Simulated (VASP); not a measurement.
Here is a VASP 6.6.1 calculation.

The input INCAR:

```
PREC     = Accurate       # precision mode
ENCUT    = 520            # plane-wave cutoff, eV
EDIFF    = 1E-6           # SCF threshold, eV
ISMEAR   = 0              # smearing method
SIGMA    = 0.1            # smearing width, eV
LREAL    = F              # projectors in reciprocal space
LASPH    = T              # aspherical terms in the spheres
NELM     = 80             # most SCF steps
ALGO     = Normal         # electronic algorithm
ISIF     = 2              # what is computed and relaxed
LWAVE    = F              # write WAVECAR
LCHARG   = F              # write CHGCAR
GGA      = PE             # functional
NBANDS   = 17             # bands
```

The input KPOINTS:

```
regular mesh
0
Gamma
  18 18 18
```

File POSCAR:

```
WS
1.0
    0.0000000000      2.6670182793      2.6670182793
    2.6670182793      0.0000000000      2.6670182793
    2.6670182793      2.6670182793      0.0000000000
W S
1 1
Direct
    0.0000000000      0.0000000000      0.0000000000
    0.2500000000      0.2500000000      0.2500000000
```

Potentials or basis: VASP PAW PBE potentials, release 64 (W_sv, S).

Command:

```bash
$ cat potpaw_PBE.64/W_sv/POTCAR potpaw_PBE.64/S/POTCAR > POTCAR
$ mpirun -np 1 vasp_std > vasp.out
```

Problem. Estimate the pressure.

Solution. 0.2 GPa.

Problem. What does it give for the band gap on the k mesh?

Solution. Zero (band 10 reaches 8.32 eV, above the bottom of band 11 at 7.61 eV).

Caveat: spin-orbit coupling is left out, which moves the levels of the heavy elements.
